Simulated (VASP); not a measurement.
Cd:

```
Cd
1.0
    -1.62657    1.62657    1.62657
     1.62657   -1.62657    1.62657
     1.62657    1.62657   -1.62657
Cd
1
Cartesian
  0.0000 0.0000 0.0000
```

This isn't the form of Cd at room conditions, which is hcp.

* Program: VASP 6.6.1
* Task: relaxation of cell and atoms
* Functional: r2SCAN
* Potentials or basis: VASP PAW PBE potentials, release 64 (Cd_sv_GW)
* Cutoff: 700 eV
* k mesh: 8 × 8 × 8
* Occupations: gaussian, width 0.1 eV
* Spin: no spin polarisation

At the start: pressure 24.0 GPa; volume 17.21 Å³/atom.

Problem. How do energy, volume and symmetry change on relaxing?

Solution. Over 3 steps the energy falls by 253.4 meV/atom and the volume is 21.42 Å³/atom (+24.4 %); space group Im-3m (No. 229, to 0.1 Å) before and after.

The path:
| step | energy change (eV) | largest force (eV/Å) | pressure (GPa) | volume (Å³) |
| --- | --- | --- | --- | --- |
| 1 | 0.0000 | 0.0000 | 23.97 | 17.21 |
| 2 | -0.1958 | 0.0000 | -4.99 | 24.46 |
| 3 | -0.2534 | 0.0000 | 0.30 | 21.42 |

Final structure:
```yaml
crystal:
  lattice:
    - [-1.74952, 1.74952, 1.74952]
    - [1.74952, -1.74952, 1.74952]
    - [1.74952, 1.74952, -1.74952]
  atoms:
    - { symbol: Cd, position: [0.00000, 0.00000, 0.00000] }
```

Caveat: the volume moved by over 15 % at a fixed basis, so the end points are rough; the PAW data sets were made with another functional, which shifts forces and pressure a little.
